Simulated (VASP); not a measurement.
Runs of VASP 6.6.1 on LiMnCl3. The structure is that of space group Pm-3m (No. 221), or close to it. The cells are those of the table. 

```tsv
task	cell	k mesh	cutoff (eV)	smearing	gap on the mesh (eV)	pressure (GPa)	moment (μB)
relaxation of cell and atoms	relaxed from a = 4.604 Å, 5 atoms	4 × 4 × 4	600	gaussian 0.1 eV	(a)	-0.1	5.00
relaxation of cell and atoms	relaxed from a = 4.989 Å, 5 atoms	6 × 6 × 6	600	gaussian 0.02 eV	0.90	0.0	5.00
single point	a = 4.604 Å, 5 atoms	4 × 4 × 4	520	gaussian 0.1 eV	none	-	4.65
single point	a = 4.989 Å, 5 atoms	4 × 4 × 4	520	gaussian 0.1 eV	0.90	-	5.00
```

Alike in all rows: level PBE; potentials or basis VASP PAW PBE potentials, release 64 (Li_sv, Mn_pv, Cl); spin collinear, ferromagnetic start.

Q: Fill in the values left out.

A: (a) 0.91.

Caveats: the cutoff is under 1.25 times the usual one of these potentials, so pressure, stress and relaxed cells hold a basis-set (Pulay) error; a cell with one magnetic atom can't hold antiferromagnetic order, which such compounds often take; the relaxation stopped at its first step, so nothing moved (some runs); semilocal functionals often make such compounds metallic where correlation or magnetic order opens a gap, which also shifts bond lengths (some runs).

A k mesh can miss the band edges.

A gap of «none» marks levels without a gap at the run's occupations.
